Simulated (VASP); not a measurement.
# NaH in VASP: notebook, part 2 of 2

VASP 6.6.1. The steps go on from the part before.

## Step 6: Single point, PBE (uniaxial x strain +2.5%)

INCAR

```
SYSTEM = NaH
ALGO     = Normal         ! electronic algorithm
EDIFF    = 1E-6           ! SCF threshold, eV
ENCUT    = 520            ! plane-wave cutoff, eV
GGA      = PE             ! functional
ISIF     = 2              ! what is computed and relaxed
ISMEAR   = -1             ! smearing method
LASPH    = .True.         ! aspherical terms in the spheres
LCHARG   = .False.        ! write CHGCAR
LREAL    = .False.        ! projectors in reciprocal space
LWAVE    = .False.        ! write WAVECAR
NBANDS   = 11             ! bands
NELM     = 100            ! most SCF steps
PREC     = Accurate       ! precision mode
SIGMA    = 0.02           ! smearing width, eV
```

KPOINTS

```
k-points
0
Gamma
  10 10 10
  0 0 0
```

POSCAR

```
NaH
1.0
    0.0000000000      2.3975122873      2.3975122873
    2.4574500944      0.0000000000      2.3975122873
    2.4574500944      2.3975122873      0.0000000000
Na H
1 1
Direct
    0.0000000000      0.0000000000      0.0000000000
    0.5000000000      0.5000000000      0.5000000000
```

Potentials or basis: VASP PAW PBE potentials, release 64 (Na_pv, H).

Started as:

```console
$ cat potpaw_PBE.64/Na_pv/POTCAR potpaw_PBE.64/H/POTCAR > POTCAR
$ mpirun -np 1 vasp_std > vasp.out
```

OUTCAR:

```text
SYSTEM = NaH
   EDIFF = 1E-6
   ENCUT = 520
   GGA = PE
   ISIF = 2
   ISMEAR = -1
   LASPH = .True.
   LREAL = .False.
   NELM = 100
   PREC = Accurate

 ion  position               nearest neighbor table
   1  0.000  0.000  0.000-
   2  0.500  0.500  0.500-

  LATTYP: Found a body centered tetragonal cell.
 ALAT       =     3.3905943927
 C/A-ratio  =     1.4495689014

  Lattice vectors:

 A1 = (   2.4574500944,   0.0000000000,   2.3975122873)
 A2 = (   2.4574500944,   0.0000000000,  -2.3975122873)
 A3 = (  -2.4574500944,   2.3975122873,   0.0000000000)

Analysis of symmetry for initial positions (statically):
=====================================================================
 Subroutine PRICEL returns:
 Original cell was already a primitive cell.

 Routine SETGRP: Setting up the symmetry group for a
 body centered tetragonal supercell.

 Subroutine GETGRP returns: Found 16 space group operations
 (whereof 16 operations were pure point group operations)
 out of a pool of 16 trial point group operations.

The static configuration has the point symmetry D_4h.

Analysis of symmetry for dynamics (positions and initial velocities):
=====================================================================
 Subroutine PRICEL returns:
 Original cell was already a primitive cell.

 Routine SETGRP: Setting up the symmetry group for a
 body centered tetragonal supercell.

 Subroutine GETGRP returns: Found 16 space group operations
 (whereof 16 operations were pure point group operations)
 out of a pool of 16 trial point group operations.

The dynamic configuration has the point symmetry D_4h.

 Subroutine INISYM returns: Found 16 space group operations
 (whereof 16 operations are pure point group operations),
 and found     1 'primitive' translations

----------------------------------------------------------------------------------------

                                     Primitive cell

  volume of cell :      28.2512

  direct lattice vectors                    reciprocal lattice vectors
     0.000000000  2.397512287  2.397512287    -0.203462931  0.208549505  0.208549505
     2.457450094  0.000000000  2.397512287     0.203462931 -0.208549505  0.208549505
     2.457450094  2.397512287  0.000000000     0.203462931  0.208549505 -0.208549505

  length of vectors
     3.390594393  3.433238432  3.433238432     0.358305674  0.358305674  0.358305674

  position of ions in fractional coordinates (direct lattice)
     0.000000000  0.000000000  0.000000000
     0.500000000  0.500000000  0.500000000

  ion indices of the primitive-cell ions
   primitive index   ion index
                 1           1
                 2           2

----------------------------------------------------------------------------------------

 KPOINTS: k-points

Automatic generation of k-mesh.
 Grid dimensions read from file:
 generate k-points for:   10   10   10

 Generating k-lattice:

  Cartesian coordinates                     Fractional coordinates (reciprocal lattice)
    -0.020346293  0.020854950  0.020854950     0.100000000 -0.000000000 -0.000000000
     0.020346293 -0.020854950  0.020854950     0.000000000  0.100000000  0.000000000
     0.020346293  0.020854950 -0.020854950     0.000000000  0.000000000  0.100000000

  Length of vectors
     0.035830567  0.035830567  0.035830567

  Shift w.r.t. Gamma in fractional coordinates (k-lattice)
     0.000000000  0.000000000  0.000000000

 Subroutine IBZKPT returns following result:
 ===========================================

 Found    102 irreducible k-points:

 Following reciprocal coordinates:
            Coordinates               Weight
  0.000000  0.000000  0.000000      1.000000
  0.100000  0.000000  0.000000      8.000000
  0.200000  0.000000  0.000000      8.000000
  0.300000  0.000000  0.000000      8.000000
  0.400000 -0.000000 -0.000000      8.000000
  0.500000  0.000000  0.000000      4.000000
[... 16 lines left out ...]
  0.300000  0.300000  0.000000      4.000000
  0.400000  0.300000 -0.000000     16.000000
 [... further k-points ...]
   k-points           NKPTS =    102   k-points in BZ     NKDIM =    102   number of bands    NBANDS=     11
   number of dos      NEDOS =    301   number of ions     NIONS =      2
   total plane-waves  NPLWV =  21952
   dimension x,y,z NGX =    28 NGY =   28 NGZ =   28
   dimension x,y,z NGXF=    56 NGYF=   56 NGZF=   56
   ions per type =               1   1
   NGX,Y,Z   is equivalent  to a cutoff of  13.73, 13.56, 13.56 a.u.
   NGXF,Y,Z  is equivalent  to a cutoff of  27.46, 27.12, 27.12 a.u.
 SYSTEM =  NaH
   PREC   = accura    normal or accurate (medium, high low for compatibility)
   ISTART =      0    job   : 0-new  1-cont  2-samecut
   ICHARG =      2    charge: 1-file 2-atom 10-const
   ISPIN  =      1    spin polarized calculation?
   LNONCOLLINEAR =      F non collinear calculations
   LSORBIT =      F    spin-orbit coupling
   LASPH  =      T    aspherical Exc in radial PAW
   ENCUT  =  520.0 eV  38.22 Ry    6.18 a.u.   6.30  6.38  6.38*2*pi/ulx,y,z
   NELM   =    100;   NELMIN=  2; NELMDL= -5     # of ELM steps
   EDIFF  = 0.1E-05   stopping-criterion for ELM
   LREAL  =      F    real-space projection
   EDIFFG = 0.1E-04   stopping-criterion for IOM
   NSW    =      0    number of steps for IOM
   IBRION =     -1    ionic relax: 0-MD 1-quasi-New 2-CG
   NFREE  =      0    steps in history (QN), initial steepest desc. (CG)
   ISIF   =      2    stress and relaxation
   ISYM   =      2    0-nonsym 1-usesym 2-fastsym
   POTIM  = 0.5000    time-step for ionic-motion
   TEBEG  =    0.0;   TEEND  =   0.0 temperature during run
   PSTRESS=    0.0 pullay stress
   NELECT =       8.0000    total number of electrons
   NUPDOWN=      -1.0000    fix difference up-down
   EMIN   =  10.00;   EMAX   =-10.00  energy-range for DOS
   EFERMI =   0.00;   METHOD = LEGACY
   ISMEAR =    -1;   SIGMA  =   0.02  broadening in eV -4-tet -1-fermi 0-gaus
   EFERMI_NEDOS =   21; number of points for ismear=-14 and -15
   IALGO  =     38    algorithm
   IMIX   =      4    mixing-type and parameters
     AMIX     =   0.40;   BMIX     =  1.00
     AMIX_MAG =   1.60;   BMIX_MAG =  1.00
  volume/ion in A,a.u.               =      14.13        95.32
  Fermi-wavevector in a.u.,A,eV,Ry     =   1.075043  2.031538 15.724505  1.155718
  Thomas-Fermi vector in A             =   2.210889
   LORBIT       =      0    0 simple, 1 ext, 2 COOP (PROOUT), +10 PAW based schemes
   GGA     = PE    functional components
   LHFCALC =     F    Hartree Fock is set to
   AEXX    =    0.0000 exact exchange contribution
   IVDW    =     0    specifies the selected vdW correction
   LEPSILON=     F    determine dielectric tensor
   LRPA    =     F    only Hartree local field effects (RPA)
 non-spin polarized calculation
  energy-cutoff  :      520.00
  volume of cell :       28.25
 maximum number of plane-waves:       775
 NGX is ok and might be reduce to    28
   NGX = 13   NGY = 13   NGZ = 13

 number of electron       7.9999998 magnetization

 Free energy of the ion-electron system (eV)
  ---------------------------------------------------
  ext. energy  EPLUGINS =         0.00000000
  ---------------------------------------------------
  free energy    TOTEN  =        -5.08652511 eV

  energy without entropy =       -5.08652511  energy(sigma->0) =       -5.08652511

 E-fermi :  -0.6031     XC(G=0):  -7.7648

 val. band max:       -1.1120113987   @ k =   0.5000  -0.3000   0.2000
 cond. band min:       2.6421568334   @ k =   0.5000   0.0000   0.0000
 fundamental gap:      3.7541682321
 Fermi energy:        -0.6031118316

 k-point     1 :       0.0000    0.0000    0.0000
  band No.  band energies     occupation
      1     -23.2275      2.00000
      2     -23.2187      2.00000
      3     -23.2187      2.00000
      4      -4.7315      2.00000
      5       9.2794      0.00000
      6      14.3954      0.00000
      7      14.5225      0.00000
      8      14.5225      0.00000
      9      15.3147      0.00000
     10      15.3411      0.00000
     11      15.3411      0.00000
[... 309 lines left out ...]
 k-point    24 :       0.4000    0.3000   -0.0000
  band No.  band energies     occupation
      1     -23.2880      2.00000
      2     -23.2521      2.00000
      3     -23.2466      2.00000
      4      -2.2263      2.00000
      5       4.7952      0.00000
      6       8.0856      0.00000
      7      10.0040      0.00000
      8      10.8588      0.00000
      9      12.6956      0.00000
     10      19.8018      0.00000
     11      21.2778      0.00000

 [... further k-points ...]
[... 5 lines left out ...]
  --------------------------------------------------------------------------------------
  -------------------------------------------------------------------------------------
  Total       -0.0962771      0.0363784      0.0363784      0.0000000      0.0000000      0.0000000
  in kB       -5.4600547      2.0630904      2.0630904      0.0000000      0.0000000      0.0000000
  external PRESSURE =      -0.4446246 kB  Pullay stress =       0.0000000 kB

 VOLUME and BASIS-vectors are now :
 -----------------------------------------------------------------------------
  energy-cutoff  :      520.00
  volume of cell :       28.25
      direct lattice vectors                 reciprocal lattice vectors
     0.000000000  2.397512287  2.397512287    -0.203462931  0.208549505  0.208549505
     2.457450094  0.000000000  2.397512287     0.203462931 -0.208549505  0.208549505
     2.457450094  2.397512287  0.000000000     0.203462931  0.208549505 -0.208549505

 POSITION                                       TOTAL-FORCE (eV/Angst)
 -----------------------------------------------------------------------------------
      0.00000      0.00000      0.00000         0.000000     -0.000000      0.000000
      2.45745      2.39751      2.39751         0.000000      0.000000     -0.000000
 -----------------------------------------------------------------------------------
    total drift:                               -0.000000     -0.000000     -0.000000

  FREE ENERGIE OF THE ION-ELECTRON SYSTEM (eV)
  ---------------------------------------------------
  free  energy   TOTEN  =        -5.0865251114 eV

  energy  without entropy=       -5.0865251114  energy(sigma->0) =       -5.08652511
```

It took 26 s on 1 thread of Intel Xeon 6975P-C (Granite Rapids), shared host; peak memory 0.16 GiB.

Results:

* Free energy: -5.0865 eV
* Pressure: 0.0 GPa
* Band gap on the k mesh: 3.75 eV, indirect (least direct gap 4.61 eV)

Levels at points of the mesh, in eV from the valence-band top:
```tsv
k point	band 2	band 3	band 4	band 5	band 6	band 7
(0.00, 0.00, 0.00)	-22.11	-22.11	-3.62	10.39	15.51	15.63
(0.50, 0.00, 0.00)	-22.13	-22.12	-0.86	3.75	10.76	13.18
(0.50, 0.50, 0.00)	-22.15	-22.14	-0.14	4.73	9.95	10.54
(0.00, 0.50, 0.50)	-22.14	-22.14	-0.27	4.44	10.19	10.87
```

Caveat: the cell differs from its parent crystal (uniaxial x strain +2.5%). A k mesh can miss the band edges.

## Step 7: Overview

| level | cell | smearing | gap on the mesh (eV) | pressure (GPa) |
| --- | --- | --- | --- | --- |
| PBE | a = 3.391 Å, angles 60.0°, 2 atoms | fermi-dirac 0.02 eV | 3.82 | 0.5 |
| PBE | a = 3.560 Å, angles 60.0°, 2 atoms | fermi-dirac 0.02 eV | 3.58 | -2.3 |
| r2SCAN | a = 3.391 Å, angles 60.0°, 2 atoms | gaussian 0.01 eV | 4.43 | -0.3 |
| r2SCAN | a = 3.560 Å, angles 60.0°, 2 atoms | gaussian 0.01 eV | 4.17 | -2.9 |
| PBE | a = 3.391, b = 3.433, c = 3.433 Å, angles 59.2, 60.4, 60.4°, 2 atoms | fermi-dirac 0.02 eV | 3.75 | 0.0 |

Alike in all rows: task single point; potentials or basis VASP PAW PBE potentials, release 64 (Na_pv, H); no spin polarisation; k mesh 10 × 10 × 10; cutoff (eV) 520.

Caveats: the PAW data sets were made with another functional, which shifts forces and pressure a little (some runs).

Total energies depend on the potentials used, so only differences within one code and one set of settings carry meaning.
